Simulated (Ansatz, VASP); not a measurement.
**SiC: VASP beside Ansatz**

```
Si C
1.0
    -3.07520    0.00000    0.00000
    -1.53760   -2.66320    0.00000
    -2.30640   -1.33160   10.09633
Si C
4 4
Direct
  0.88031 0.88031 0.90605
  0.13031 0.13031 0.40605
  0.58864 0.58864 0.15605
  0.33864 0.33864 0.65605
  0.28636 0.28636 0.09395
  0.03636 0.03636 0.59395
  0.49469 0.49469 0.34395
  0.24469 0.24469 0.84395
```

Alike in both runs: task single point; functional r2SCAN; k mesh 8 × 8 × 3; occupations gaussian, width 0.05 eV; no spin polarisation.

|  | VASP | Ansatz |
| --- | --- | --- |
| version | VASP 6.6.1 | Ansatz 0.2.0 |
| potentials or method | VASP PAW PBE potentials, release 64 (Si, C), cutoff 520 eV | scalar-relativistic, plane waves, PAW |
| valence electrons in the cell | 32 | 32 |

Ansatz gave:

```
gap on the k mesh at the Fermi level (eV)                     : 0.87
least direct gap on the mesh (eV)                             : 1.49
pressure (GPa)                                                : -1.6
traceless stress, the component that is largest in VASP (GPa) : 6.32
rms of the force components (eV/Å)                            : 0.362
```

Estimate VASP's values.

gap on the k mesh at the Fermi level (eV): 0.87; least direct gap on the mesh (eV): 1.48; pressure (GPa): -1.8; traceless stress, the component that is largest in VASP (GPa): 6.30; rms of the force components (eV/Å): 0.361.

VASP's potentials were made for PBE, not for r2SCAN. Atom by atom the forces differ by 0.006 eV/Å (rms over components). With one functional, cell and mesh, what is left measures potentials, basis and numerics.
